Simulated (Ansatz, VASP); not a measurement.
**Two plane-wave programs on Ta2N**

```
Ta N
1.0
     5.12827    0.00000    0.00000
    -2.56414    4.44121    0.00000
     0.00000    0.00000    5.07699
Ta N
6 3
Cartesian
  1.6488 2.8558 3.8210
  -0.9153 1.5854 3.8210
  1.8307 0.0000 3.8210
  0.9153 1.5854 1.2560
  -1.6488 2.8558 1.2560
  3.2976 0.0000 1.2560
  2.5641 1.4804 2.5385
  0.0000 2.9608 2.5385
  0.0000 0.0000 0.0000
```

Alike in both runs: task single point; functional LDA; k mesh 9 × 9 × 8; occupations gaussian, width 0.15 eV; no spin polarisation.

```csv
,VASP,Ansatz
version,VASP 6.6.1,Ansatz 0.2.0
potentials or method,"VASP PAW LDA potentials, release 64 (Ta_pv, N), cutoff 520 eV","scalar-relativistic, plane waves, PAW"
valence electrons in the cell,81,93
```

```csv
,VASP,Ansatz,Ansatz less VASP
gap on the k mesh at the Fermi level (eV),none,none,-
pressure (GPa),5.8,4.1,-1.63
"traceless stress, the component that is largest in VASP (GPa)",-10.33,-10.32,+0.011
rms of the force components (eV/Å),1.617,1.602,-0.0144
```

Ansatz warns that its potentials were made for another functional, while VASP's fit it. LDA's correlation is that of Perdew and Zunger in VASP and of Perdew and Wang (1992) in Ansatz. Atom by atom the forces differ by 0.018 eV/Å (rms over components). A gap of «none» marks a metal or a gap that the smearing closes. VASP's potentials hold 81 valence electrons a cell and Ansatz's 93, so a difference there can come from the potentials and not from the codes.

Neither program's run includes spin-orbit coupling.
